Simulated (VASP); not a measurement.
Write the native input for VASP 6.6.1 that does the following.

```yaml
Task: single point
Functional: PBE
Potentials_or_basis: VASP PAW PBE potentials, release 64 (Nb_sv, Ga_d, Se)
Cutoff: 520 eV
k_mesh: 4 × 4 × 4
Occupations: gaussian, width 0.1 eV
Spin: collinear spin, zero start
Starting_moments: "[0.0, 0.0, 0.0, 0.0, 0.0] μB"
Dipole_correction: no
Further_INCAR_settings: ALGO = Normal; EDIFF = 1e-07; NBANDS = 34
```

The structure of NbGaSe3 lies in POSCAR:

```
NbGaSe3
1.0
    4.6533150400      0.0000000000      0.0000000000
    0.0000000000      4.6533150400      0.0000000000
    0.0000000000      0.0000000000      4.6533150400
Nb Ga Se
1 1 3
Direct
    0.5000000000      0.5000000000      0.5000000000
    0.0000000000      0.0000000000      0.0000000000
    0.5000000000      0.5000000000      0.0000000000
    0.0000000000      0.5000000000      0.5000000000
    0.5000000000      0.0000000000      0.5000000000
```

The cell was generated, and may not be a known phase.

These files were run (other wordings do the same):

INCAR

```
SYSTEM = NbGaSe3
PREC     = Accurate       ! precision mode
ENCUT    = 520            ! plane-wave cutoff, eV
EDIFF    = 1E-7           ! SCF threshold, eV
ISMEAR   = 0              ! smearing method
SIGMA    = 0.1            ! smearing width, eV
LREAL    = .False.        ! projectors in reciprocal space
LASPH    = .True.         ! aspherical terms in the spheres
NELM     = 150            ! most SCF steps
ALGO     = Normal         ! electronic algorithm
ISIF     = 2              ! what is computed and relaxed
LWAVE    = .False.        ! write WAVECAR
LCHARG   = .False.        ! write CHGCAR
ISPIN    = 2              ! spin polarisation
MAGMOM   = 0 0 0 0 0      ! initial moments
LORBIT   = 11             ! projections on sites
LMAXMIX  = 4              ! l up to which the mixer works
GGA      = PE             ! functional
NBANDS   = 34             ! bands
```

KPOINTS

```
regular mesh
0
Gamma
  4 4 4
  0 0 0
```

Potentials or basis: VASP PAW PBE potentials, release 64 (Nb_sv, Ga_d, Se).

Launch:

```console
$ cat potpaw_PBE.64/Nb_sv/POTCAR potpaw_PBE.64/Ga_d/POTCAR potpaw_PBE.64/Se/POTCAR > POTCAR
$ mpirun -np 1 vasp_std > vasp.out
```

It gave:

| Property | Result |
| --- | --- |
| Pressure | 30.1 GPa |
| Band gap on the k mesh | zero (filled and empty bands overlap) |
| Net moment | 0.00 μB per cell |
| Valence electrons inside the program's atomic spheres | Nb 11.01; Ga 11.37; Se 4.02 |

Caveat: the cell stands under pressure.

It took 51 s on 1 thread of Intel(R) Xeon(R) Platinum 8559C (Emerald Rapids) (shared host), peak memory 0.25 GiB.
